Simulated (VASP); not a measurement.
# CdF2 (Fm-3m) in VASP: a series of runs

CdF2 is run at these levels: PBEsol-based global hybrid with 25 % exact exchange, LDA; tasks: single point.

Everything below comes from runs of VASP 6.6.1. Logs are shortened: lines on timing, memory, paths and dates and some standing lists are left out, and cuts for length are marked.

### 1 The cell of the first run

It takes space group Fm-3m (No. 225, cubic). Conventional cell: a = 5.388 Å, b = 5.388 Å, c = 5.388 Å, α = 90.00°, β = 90.00°, γ = 90.00°. Within 3.1 Å of Cd (site symmetry m-3m) lie 8 F at 2.33 Å. F (site symmetry -43m) has 4 Cd at 2.33 Å and 6 F at 2.69 Å within 3.1 Å.

### 2 Single point, PBEsol-based global hybrid with 25 % exact exchange

File POSCAR:

```
CdF2
1.0
    0.0000000000      2.6940000000      2.6940000000
    2.6940000000      0.0000000000      2.6940000000
    2.6940000000      2.6940000000      0.0000000000
Cd F
1 2
Direct
    0.0000000000      0.0000000000      0.0000000000
    0.7500000000      0.7500000000      0.7500000000
    0.2500000000      0.2500000000      0.2500000000
```

File INCAR.step1:

```
ALGO = Normal
EDIFF = 1E-5
ENCUT = 520
GGA = PE
ISIF = 2
ISMEAR = -1
LASPH = T
LCHARG = F
LREAL = F
LWAVE = T
NBANDS = 20
NELM = 100
PREC = Accurate
SIGMA = 0.05
```

File INCAR.step2:

```
AEXX = 0.25
ALGO = Normal
EDIFF = 1E-6
ENCUT = 520
GGA = PS
ISIF = 2
ISMEAR = -1
ISTART = 1
LASPH = T
LCHARG = F
LHFCALC = T
LREAL = F
LWAVE = F
NBANDS = 20
NELM = 100
PREC = Accurate
PRECFOCK = Normal
SIGMA = 0.05
```

File KPOINTS:

```
k-points
0
Gamma
  5 5 5
```

Potentials or basis: VASP PAW PBE potentials, release 64 (Cd, F).

The run is started by

```bash
$ cat potpaw_PBE.64/Cd/POTCAR potpaw_PBE.64/F/POTCAR > POTCAR
$ cp INCAR.step1 INCAR
$ mpirun -np 1 vasp_std > vasp.out
$ cp INCAR.step2 INCAR
$ mpirun -np 1 vasp_std > vasp.out
```

OUTCAR:

```text
AEXX = 0.25
   EDIFF = 1E-6
   ENCUT = 520
   GGA = PS
   ISIF = 2
   ISMEAR = -1
   ISTART = 1
   LASPH = T
   LHFCALC = T
   LREAL = F
   NELM = 100
   PREC = Accurate
   PRECFOCK = Normal

 ion  position               nearest neighbor table
   1  0.000  0.000  0.000-   2 2.33   2 2.33   2 2.33   2 2.33   3 2.33   3 2.33   3 2.33   3 2.33

   2  0.750  0.750  0.750-   1 2.33   1 2.33   1 2.33   1 2.33
   3  0.250  0.250  0.250-   1 2.33   1 2.33   1 2.33   1 2.33

  LATTYP: Found a face centered cubic cell.
 ALAT       =     5.3880000000

  Lattice vectors:

 A1 = (   0.0000000000,   2.6940000000,   2.6940000000)
 A2 = (   2.6940000000,   0.0000000000,   2.6940000000)
 A3 = (   2.6940000000,   2.6940000000,   0.0000000000)

Analysis of symmetry for initial positions (statically):
=====================================================================
 Subroutine PRICEL returns:
 Original cell was already a primitive cell.

 Routine SETGRP: Setting up the symmetry group for a
 face centered cubic supercell.

 Subroutine GETGRP returns: Found 48 space group operations
 (whereof 48 operations were pure point group operations)
 out of a pool of 48 trial point group operations.

The static configuration has the point symmetry O_h .

Analysis of symmetry for dynamics (positions and initial velocities):
=====================================================================
 Subroutine PRICEL returns:
 Original cell was already a primitive cell.

 Routine SETGRP: Setting up the symmetry group for a
 face centered cubic supercell.

 Subroutine GETGRP returns: Found 48 space group operations
 (whereof 48 operations were pure point group operations)
 out of a pool of 48 trial point group operations.

The dynamic configuration has the point symmetry O_h .

 Subroutine INISYM returns: Found 48 space group operations
 (whereof 48 operations are pure point group operations),
 and found     1 'primitive' translations

----------------------------------------------------------------------------------------

                                     Primitive cell

  volume of cell :      39.1041

  direct lattice vectors                    reciprocal lattice vectors
     0.000000000  2.694000000  2.694000000    -0.185597624  0.185597624  0.185597624
     2.694000000  0.000000000  2.694000000     0.185597624 -0.185597624  0.185597624
     2.694000000  2.694000000  0.000000000     0.185597624  0.185597624 -0.185597624

  length of vectors
     3.809891337  3.809891337  3.809891337     0.321464515  0.321464515  0.321464515

  position of ions in fractional coordinates (direct lattice)
     0.000000000  0.000000000  0.000000000
     0.750000000  0.750000000  0.750000000
     0.250000000  0.250000000  0.250000000

  ion indices of the primitive-cell ions
   primitive index   ion index
                 1           1
                 2           2
                 3           3

----------------------------------------------------------------------------------------

 KPOINTS: k-points

Automatic generation of k-mesh.
 Grid dimensions read from file:
 generate k-points for:    5    5    5

 Generating k-lattice:

  Cartesian coordinates                     Fractional coordinates (reciprocal lattice)
    -0.037119525  0.037119525  0.037119525     0.200000000  0.000000000  0.000000000
     0.037119525 -0.037119525  0.037119525     0.000000000  0.200000000  0.000000000
     0.037119525  0.037119525 -0.037119525     0.000000000  0.000000000  0.200000000

  Length of vectors
     0.064292903  0.064292903  0.064292903

  Shift w.r.t. Gamma in fractional coordinates (k-lattice)
     0.000000000  0.000000000  0.000000000

 Subroutine IBZKPT returns following result:
 ===========================================

 Found     10 irreducible k-points:

 Following reciprocal coordinates:
            Coordinates               Weight
  0.000000  0.000000  0.000000      1.000000
  0.200000  0.000000  0.000000      8.000000
  0.400000  0.000000  0.000000      8.000000
  0.200000  0.200000  0.000000      6.000000
  0.400000  0.200000  0.000000     24.000000
 -0.400000  0.200000  0.000000     24.000000
 -0.200000  0.200000  0.000000     12.000000
  0.400000  0.400000  0.000000      6.000000
 -0.400000  0.400000  0.000000     12.000000
 -0.400000  0.400000  0.200000     24.000000
   k-points           NKPTS =     10   k-points in BZ     NKDIM =    125   number of bands    NBANDS=     20
   number of dos      NEDOS =    301   number of ions     NIONS =      3
   total plane-waves  NPLWV =  21952
   dimension x,y,z NGX =    28 NGY =   28 NGZ =   28
   dimension x,y,z NGXF=    56 NGYF=   56 NGZF=   56
   ions per type =               1   2
   NGX,Y,Z   is equivalent  to a cutoff of  12.22, 12.22, 12.22 a.u.
   NGXF,Y,Z  is equivalent  to a cutoff of  24.44, 24.44, 24.44 a.u.
 SYSTEM =  unknown system
   PREC   = accura    normal or accurate (medium, high low for compatibility)
   ISTART =      1    job   : 0-new  1-cont  2-samecut
   ICHARG =      0    charge: 1-file 2-atom 10-const
   ISPIN  =      1    spin polarized calculation?
   LNONCOLLINEAR =      F non collinear calculations
   LSORBIT =      F    spin-orbit coupling
   LASPH  =      T    aspherical Exc in radial PAW
   ENCUT  =  520.0 eV  38.22 Ry    6.18 a.u.   7.08  7.08  7.08*2*pi/ulx,y,z
   NELM   =    100;   NELMIN=  2; NELMDL=  0     # of ELM steps
   EDIFF  = 0.1E-05   stopping-criterion for ELM
   LREAL  =      F    real-space projection
   EDIFFG = 0.1E-04   stopping-criterion for IOM
   NSW    =      0    number of steps for IOM
   IBRION =     -1    ionic relax: 0-MD 1-quasi-New 2-CG
   NFREE  =      0    steps in history (QN), initial steepest desc. (CG)
   ISIF   =      2    stress and relaxation
   ISYM   =      3    0-nonsym 1-usesym 2-fastsym
   POTIM  = 0.5000    time-step for ionic-motion
   TEBEG  =    0.0;   TEEND  =   0.0 temperature during run
   PSTRESS=    0.0 pullay stress
   NELECT =      26.0000    total number of electrons
   NUPDOWN=      -1.0000    fix difference up-down
   EMIN   =  10.00;   EMAX   =-10.00  energy-range for DOS
   EFERMI =   0.00;   METHOD = LEGACY
   ISMEAR =    -1;   SIGMA  =   0.05  broadening in eV -4-tet -1-fermi 0-gaus
   EFERMI_NEDOS =   21; number of points for ismear=-14 and -15
   IALGO  =     38    algorithm
   IMIX   =      1    mixing-type and parameters
     AMIX     =   0.40;   BMIX     =  1.00
     AMIX_MAG =   1.60;   BMIX_MAG =  1.00
  volume/ion in A,a.u.               =      13.03        87.96
  Fermi-wavevector in a.u.,A,eV,Ry     =   1.428867  2.700166 27.778468  2.041660
  Thomas-Fermi vector in A             =   2.548882
   LORBIT       =      0    0 simple, 1 ext, 2 COOP (PROOUT), +10 PAW based schemes
   GGA     = PS    functional components
   LHFCALC =     T    Hartree Fock is set to
   PRECFOCK=normal    Normal, Fast or Accurate (Low or Medium for compatibility)
   ENCUT4O =  -1.0   cutoff for four orbital integrals eV
   NKREDX  =     1    reduce k-point grid by
   NKREDY  =     1    reduce k-point grid by
   NKREDZ  =     1    reduce k-point grid by
   AEXX    =    0.2500 exact exchange contribution
   HFSCREEN=    0.0000 screening length (either q_TF or 0.3 A-1)
   HFSCREENC=   0.0000 screening length for correlation (either q_TF or 0.3 A-1)
   ENCUTFOCK=  -1.0 apply spherical cutoff to Coloumb kernel
   IVDW    =     0    specifies the selected vdW correction
   LEPSILON=     F    determine dielectric tensor
   LRPA    =     F    only Hartree local field effects (RPA)
 non-spin polarized calculation
  energy-cutoff  :      520.00
  volume of cell :       39.10
 maximum number of plane-waves:      1073
  NGX = 24; NGY = 24; NGZ = 24

 number of electron      25.9999990 magnetization

 Free energy of the ion-electron system (eV)
  ---------------------------------------------------
  ext. energy  EPLUGINS =         0.00000000
  ---------------------------------------------------
  free energy    TOTEN  =       -15.63988181 eV

  energy without entropy =      -15.63988181  energy(sigma->0) =      -15.63988181

 E-fermi :  -2.3393     XC(G=0):  -8.3667

 val. band max:       -3.4827953583   @ k =  -0.4000   0.4000   0.2000
 cond. band min:       2.3810171860   @ k =   0.0000   0.0000   0.0000
 fundamental gap:      5.8638125443
 Fermi energy:        -2.3393040631

 k-point     1 :       0.0000    0.0000    0.0000
  band No.  band energies     occupation
      1     -25.7950      2.00000
      2     -24.6268      2.00000
      3      -9.4662      2.00000
      4      -9.4662      2.00000
      5      -9.4662      2.00000
      6      -8.1254      2.00000
[... 12 lines left out ...]
     19      19.3904      0.00000
     20      19.3904      0.00000

 k-point     2 :       0.2000    0.0000    0.0000
  band No.  band energies     occupation
      1     -25.6660      2.00000
      2     -24.7416      2.00000
      3      -9.3199      2.00000
      4      -9.3199      2.00000
      5      -9.0297      2.00000
      6      -8.1599      2.00000
[... 12 lines left out ...]
     19      18.6213      0.00000
     20      18.9340      0.00000

 k-point     3 :       0.4000    0.0000    0.0000
  band No.  band energies     occupation
      1     -25.3626      2.00000
      2     -25.0165      2.00000
      3      -9.1193      2.00000
      4      -9.1193      2.00000
      5      -8.1191      2.00000
      6      -8.0995      2.00000
[... 12 lines left out ...]
     19      17.8073      0.00000
     20      18.5106      0.00000

 k-point     4 :       0.2000    0.2000    0.0000
  band No.  band energies     occupation
      1     -25.6317      2.00000
      2     -24.7674      2.00000
      3      -9.2303      2.00000
      4      -9.2303      2.00000
      5      -8.9339      2.00000
      6      -8.3523      2.00000
[... 107 lines left out ...]
 k-point     9 :      -0.4000    0.4000    0.0000
  band No.  band energies     occupation
      1     -25.2491      2.00000
      2     -25.0782      2.00000
      3      -8.9927      2.00000
      4      -8.5408      2.00000
      5      -8.3336      2.00000
      6      -8.1443      2.00000
[... 12 lines left out ...]
     19      20.2105      0.00000
     20      20.7398      0.00000

 k-point    10 :      -0.4000    0.4000    0.2000
  band No.  band energies     occupation
      1     -25.2495      2.00000
      2     -25.0879      2.00000
      3      -8.8569      2.00000
      4      -8.6336      2.00000
      5      -8.4807      2.00000
      6      -8.1369      2.00000
[... 12 lines left out ...]
     19      18.8540      0.00000
     20      20.9394      0.00000

------------------------ aborting loop because EDIFF is reached ----------------------------------------

  FORCE on cell =-STRESS in cart. coord.  units (eV):
  Direction    XX          YY          ZZ          XY          YZ          ZX
  --------------------------------------------------------------------------------------
  -------------------------------------------------------------------------------------
  Total       -0.4522204     -0.4522204     -0.4522204      0.0000000     -0.0000000      0.0000000
  in kB      -18.5284009    -18.5284009    -18.5284009      0.0000000     -0.0000000      0.0000000
  external PRESSURE =     -18.5284009 kB  Pullay stress =       0.0000000 kB

 VOLUME and BASIS-vectors are now :
 -----------------------------------------------------------------------------
  energy-cutoff  :      520.00
  volume of cell :       39.10
      direct lattice vectors                 reciprocal lattice vectors
     0.000000000  2.694000000  2.694000000    -0.185597624  0.185597624  0.185597624
     2.694000000  0.000000000  2.694000000     0.185597624 -0.185597624  0.185597624
     2.694000000  2.694000000  0.000000000     0.185597624  0.185597624 -0.185597624

 POSITION                                       TOTAL-FORCE (eV/Angst)
 -----------------------------------------------------------------------------------
      0.00000      0.00000      0.00000         0.000000     -0.000000     -0.000000
      4.04100      4.04100      4.04100        -0.000000     -0.000000      0.000000
      1.34700      1.34700      1.34700         0.000000      0.000000      0.000000
 -----------------------------------------------------------------------------------
    total drift:                                0.000000      0.000000     -0.000000

  FREE ENERGIE OF THE ION-ELECTRON SYSTEM (eV)
  ---------------------------------------------------
  free  energy   TOTEN  =       -15.6398818053 eV

  energy  without entropy=      -15.6398818052  energy(sigma->0) =      -15.63988181
```

Wall time 33 min (1 thread of AMD EPYC 7R13 (Zen 3), shared host); peak memory 0.15 GiB.

Results:

```yaml
Free_energy: -15.6399 eV
Pressure: -1.9 GPa
Band_gap_on_the_k_mesh: 5.86 eV (least direct gap 6.35 eV)
```

Levels at points of the mesh, in eV from the valence-band top:
```tsv
k point	band 11	band 12	band 13	band 14	band 15	band 16
(0.00, 0.00, 0.00)	-0.49	-0.49	-0.49	5.86	15.67	15.67
```

Caveat: the PAW data sets were made with another functional, which shifts forces and pressure a little; an odd mesh through Γ misses points on the zone boundary, where band edges can lie.

### 3 Single point, LDA

File INCAR:

```
SYSTEM = CdF2
PREC = Accurate
ENCUT = 520
EDIFF = 1E-7
ISMEAR = -1
SIGMA = 0.05
LREAL = .FALSE.
LASPH = .TRUE.
NELM = 60
ALGO = Normal
ISIF = 2
LWAVE = .FALSE.
LCHARG = .FALSE.
NBANDS = 20
```

File KPOINTS:

```
regular mesh
0
G
  5 5 5
  0 0 0
```

POSCAR is that of step 2.

Potentials or basis: VASP PAW LDA potentials, release 64 (Cd, F).

The run is started by

```bash
$ cat potpaw_LDA.64/Cd/POTCAR potpaw_LDA.64/F/POTCAR > POTCAR
$ mpirun -np 1 vasp_std > vasp.out
```

OUTCAR:

```text
SYSTEM = CdF2
   PREC = Accurate
   ENCUT = 520
   EDIFF = 1E-7
   ISMEAR = -1
   LREAL = .FALSE.
   LASPH = .TRUE.
   NELM = 60
   ISIF = 2

 ion  position               nearest neighbor table
   1  0.000  0.000  0.000-   2 2.33   2 2.33   2 2.33   2 2.33   3 2.33   3 2.33   3 2.33   3 2.33

   2  0.750  0.750  0.750-   1 2.33   1 2.33   1 2.33   1 2.33
   3  0.250  0.250  0.250-   1 2.33   1 2.33   1 2.33   1 2.33

  LATTYP: Found a face centered cubic cell.
 ALAT       =     5.3880000000

[... 404 lines left out ...]

  FORCE on cell =-STRESS in cart. coord.  units (eV):
  Direction    XX          YY          ZZ          XY          YZ          ZX
  --------------------------------------------------------------------------------------
  -------------------------------------------------------------------------------------
  Total       -1.1530071     -1.1530071     -1.1530071      0.0000000      0.0000000     -0.0000000
  in kB      -47.2410794    -47.2410794    -47.2410794      0.0000000      0.0000000     -0.0000000
  external PRESSURE =     -47.2410794 kB  Pullay stress =       0.0000000 kB

 VOLUME and BASIS-vectors are now :
 -----------------------------------------------------------------------------
  energy-cutoff  :      520.00
  volume of cell :       39.10
      direct lattice vectors                 reciprocal lattice vectors
     0.000000000  2.694000000  2.694000000    -0.185597624  0.185597624  0.185597624
     2.694000000  0.000000000  2.694000000     0.185597624 -0.185597624  0.185597624
     2.694000000  2.694000000  0.000000000     0.185597624  0.185597624 -0.185597624

 POSITION                                       TOTAL-FORCE (eV/Angst)
 -----------------------------------------------------------------------------------
      0.00000      0.00000      0.00000         0.000000      0.000000      0.000000
      4.04100      4.04100      4.04100        -0.000000     -0.000000     -0.000000
      1.34700      1.34700      1.34700         0.000000     -0.000000      0.000000
 -----------------------------------------------------------------------------------
    total drift:                                0.000000      0.000000      0.000000

  FREE ENERGIE OF THE ION-ELECTRON SYSTEM (eV)
  ---------------------------------------------------
  free  energy   TOTEN  =       -12.7156696254 eV

  energy  without entropy=      -12.7156696254  energy(sigma->0) =      -12.71566963
```

OSZICAR:

```text
N       E                     dE             d eps       ncg     rms          rms(c)
DAV:   1     0.190127041670E+03    0.19013E+03   -0.15695E+04   416   0.133E+03
DAV:   2    -0.599821835994E+01   -0.19613E+03   -0.18791E+03   432   0.339E+02
DAV:   3    -0.142455650929E+02   -0.82473E+01   -0.82244E+01   476   0.747E+01
DAV:   4    -0.142822853163E+02   -0.36720E-01   -0.36718E-01   420   0.516E+00
DAV:   5    -0.142824158568E+02   -0.13054E-03   -0.13054E-03   460   0.280E-01    0.991E+00
DAV:   6    -0.127403838210E+02    0.15420E+01   -0.34856E+00   512   0.354E+01    0.749E+00
DAV:   7    -0.127518676390E+02   -0.11484E-01   -0.72258E-01   416   0.762E+00    0.429E+00
DAV:   8    -0.127251143752E+02    0.26753E-01   -0.15166E-01   420   0.346E+00    0.714E-01
DAV:   9    -0.127153856627E+02    0.97287E-02   -0.31698E-02   524   0.221E+00    0.944E-02
DAV:  10    -0.127156499127E+02   -0.26425E-03   -0.26752E-03   412   0.524E-01    0.758E-02
DAV:  11    -0.127156741273E+02   -0.24215E-04   -0.95540E-05   448   0.132E-01    0.338E-02
DAV:  12    -0.127156694398E+02    0.46875E-05   -0.32230E-05   416   0.519E-02    0.129E-02
DAV:  13    -0.127156696280E+02   -0.18818E-06   -0.23073E-06   436   0.160E-02    0.149E-03
DAV:  14    -0.127156696254E+02    0.25680E-08   -0.55091E-08   340   0.274E-03
   1 F= -.12715670E+02 E0= -.12715670E+02  d E =-.403745E-10
```

It took 18 s on 1 thread of AMD EPYC 7R13, shared host; peak memory 0.11 GiB.

Results:

```
Free energy            : -12.7157 eV
Pressure               : -4.7 GPa
Band gap on the k mesh : 2.88 eV (least direct gap 3.28 eV)
```

Levels at points of the mesh, in eV from the valence-band top:
| k point | band 10 | band 11 | band 12 | band 13 | band 14 | band 15 | band 16 | band 17 |
| --- | --- | --- | --- | --- | --- | --- | --- | --- |
| (0.00, 0.00, 0.00) | -0.92 | -0.40 | -0.40 | -0.40 | 2.88 | 12.39 | 12.39 | 12.39 |

Caveat: the cell stands under tension; an odd mesh through Γ misses points on the zone boundary, where band edges can lie.
